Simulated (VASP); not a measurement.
## BN: single point with PBE

The system is BN.

```
B N
1.0
     0.00000    1.81235    1.66736
     1.81235    0.00000    1.66736
     1.81235    1.81235    0.00000
B N
1 1
Direct
  0.00000 0.00000 0.00000
  0.75000 0.75000 0.75000
```

This cell differs from its parent crystal: strain +0.000 along x and y, -0.080 along z.

* Program: VASP 6.6.1
* Task: single point
* Functional: PBE
* Potentials or basis: VASP PAW PBE potentials, release 64 (B, N)
* Cutoff: 600 eV
* k mesh: 12 × 12 × 12
* Occupations: gaussian, width 0.05 eV
* Spin: no spin polarisation

| Property | Result |
| --- | --- |
| Pressure | 36.0 GPa |
| Band gap on the k mesh | 3.07 eV, indirect (least direct gap 8.34 eV) |

Stress tensor (GPa, compression positive):
```
19.95  0.00  0.00
 0.00 19.95  0.00
 0.00  0.00 68.22
```

Levels at points of the mesh, in eV from the valence-band top:
```tsv
k point	band 1	band 2	band 3	band 4	band 5	band 6	band 7	band 8	band 9
(0.00, 0.00, 0.00)	-21.62	-0.75	-0.75	0.00	8.34	8.95	8.95	11.07	25.74
(0.50, 0.00, 0.00)	-17.00	-11.89	-3.22	-1.95	9.33	10.09	12.43	15.61	23.83
(0.50, 0.50, 0.00)	-14.84	-9.04	-6.55	-6.55	3.07	7.80	18.68	18.68	22.77
(0.50, 0.00, 0.50)	-15.89	-10.34	-5.35	-5.31	4.61	9.89	17.61	18.86	20.86
```

Wall time 12 s on 1 thread of Intel(R) Xeon(R) Platinum 8488C (Sapphire Rapids), with other jobs on the host, peak memory 0.13 GiB.

Caveat: the cell differs from its parent crystal (strain +0.000 along x and y, -0.080 along z). A k mesh can miss the band edges.
